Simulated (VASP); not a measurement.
Here is a VASP 6.6.1 calculation.

Contents of INCAR:

```
PREC     = Accurate       # precision mode
ENCUT    = 520            # plane-wave cutoff, eV
EDIFF    = 1E-6           # SCF threshold, eV
ISMEAR   = 0              # smearing method
SIGMA    = 0.1            # smearing width, eV
LREAL    = False          # projectors in reciprocal space
LASPH    = True           # aspherical terms in the spheres
NELM     = 100            # most SCF steps
ALGO     = Normal         # electronic algorithm
ISIF     = 2              # what is computed and relaxed
LWAVE    = False          # write WAVECAR
LCHARG   = False          # write CHGCAR
GGA      = PE             # functional
IVDW     = 12             # dispersion correction
NBANDS   = 13             # bands
```

KPOINTS

```
regular mesh
0
Gamma
  8 8 8
```

Contents of POSCAR:

```
Mo
1.0
   -1.5734150000      1.5734150000      1.5734150000
    1.5734150000     -1.5734150000      1.5734150000
    1.5734150000      1.5734150000     -1.5734150000
Mo
1
Direct
    0.0000000000      0.0000000000      0.0000000000
```

Potentials or basis: VASP PAW PBE potentials, release 64 (Mo_sv).

Launch:

```sh
$ cat potpaw_PBE.64/Mo_sv/POTCAR > POTCAR
$ mpirun -np 1 vasp_std > vasp.out
```

Problem. Predict the pressure.

Solution. -3.1 GPa.

Problem. Estimate the band gap on the k mesh.

Solution. Zero (band 7 reaches 16.64 eV, above the bottom of band 8 at 11.27 eV).

Caveat: pairwise dispersion overbinds metals, which lowers pressure and volume.
